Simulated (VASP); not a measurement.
A run of VASP 6.6.1 is set up as follows.

The input INCAR:

```
SYSTEM = Al
PREC = Accurate
ENCUT = 520
EDIFF = 1E-7
ISMEAR = 1
SIGMA = 0.1
LREAL = .FALSE.
LASPH = .TRUE.
NELM = 100
ALGO = Normal
ISIF = 2
LWAVE = .FALSE.
LCHARG = .FALSE.
GGA = PS
NBANDS = 14
```

The input KPOINTS:

```
Automatic mesh
0
G
  9 9 3
  0 0 0
```

POSCAR

```
Al
1.0
    2.6797000081      0.0000000000      0.0000000000
   -1.3398500041      2.3206882816      0.0000000000
    0.0000000000      0.0000000000      8.8064901367
Al
4
Direct
    0.0000000000      0.0000000000      0.0000000000
    0.3333333333      0.6666666667      0.2500000000
    0.0000000000      0.0000000000      0.5000000000
    0.6666666667      0.3333333333      0.7500000000
```

Potentials or basis: VASP PAW PBE potentials, release 64 (Al).

Command:

```sh
$ cat potpaw_PBE.64/Al/POTCAR > POTCAR
$ mpirun -np 1 vasp_std > vasp.out
```

Task: Predict the pressure.

Result: 20.2 GPa.

Task: What does it give for the band gap on the k mesh?

Result: Zero (band 6 reaches 14.20 eV, above the bottom of band 7 at 8.61 eV).

Stress tensor (GPa, compression positive):
```
20.18  0.00  0.00
 0.00 20.18  0.00
 0.00  0.00 20.09
```

Caveat: the PAW data sets were made with another functional, which shifts forces and pressure a little.
